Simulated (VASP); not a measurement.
Set up this calculation in VASP 6.6.1, as the native input.

```
Task                   : single point
Functional             : PBEsol
Potentials or basis    : VASP PAW PBE potentials, release 64 (Si, Ge_d)
Cutoff                 : 500 eV
k mesh                 : 9 × 9 × 6
Occupations            : gaussian, width 0.02 eV
Spin                   : no spin polarisation
Dipole correction      : no
Further INCAR settings : ALGO = Normal; EDIFF = 1e-06; NBANDS = 26
```

The structure of SiGe lies in POSCAR:

```
SiGe
1.0
    3.8420878787      0.0000000000      0.0000000000
   -1.9210439394      3.3273457065      0.0000000000
    0.0000000000      0.0000000000      6.4742068431
Si Ge
2 2
Direct
    0.3333333333      0.6666666667      0.0013348497
    0.6666666667      0.3333333333      0.5013348497
    0.3333333333      0.6666666667      0.3726651503
    0.6666666667      0.3333333333      0.8726651503
```

This cell differs from its parent crystal: strained cell.

These files were run (other wordings do the same):

INCAR

```
PREC     = Accurate       # precision mode
ENCUT    = 500            # plane-wave cutoff, eV
EDIFF    = 1E-6           # SCF threshold, eV
ISMEAR   = 0              # smearing method
SIGMA    = 0.02           # smearing width, eV
LREAL    = False          # projectors in reciprocal space
LASPH    = True           # aspherical terms in the spheres
NELM     = 120            # most SCF steps
ALGO     = Normal         # electronic algorithm
ISIF     = 2              # what is computed and relaxed
LWAVE    = False          # write WAVECAR
LCHARG   = False          # write CHGCAR
GGA      = PS             # functional
NBANDS   = 26             # bands
GGA_COMPAT= False
```

KPOINTS

```
regular mesh
0
Gamma
  9 9 6
```

Potentials or basis: VASP PAW PBE potentials, release 64 (Si, Ge_d).

Launch:

```console
$ cat potpaw_PBE.64/Si/POTCAR potpaw_PBE.64/Ge_d/POTCAR > POTCAR
$ mpirun -np 1 vasp_std > vasp.out
```

Results of the run:

* Pressure: 2.1 GPa
* Band gap on the k mesh: 0.31 eV (least direct gap 0.67 eV)

Caveat: the cell differs from its parent crystal (strained cell); semilocal functionals underestimate gaps, and a narrow one can read as zero; the PAW data sets were made with another functional, which shifts forces and pressure a little.

Run time: 110 s on 1 thread of Intel Xeon 8259CL (shared host), peak memory 0.23 GiB.
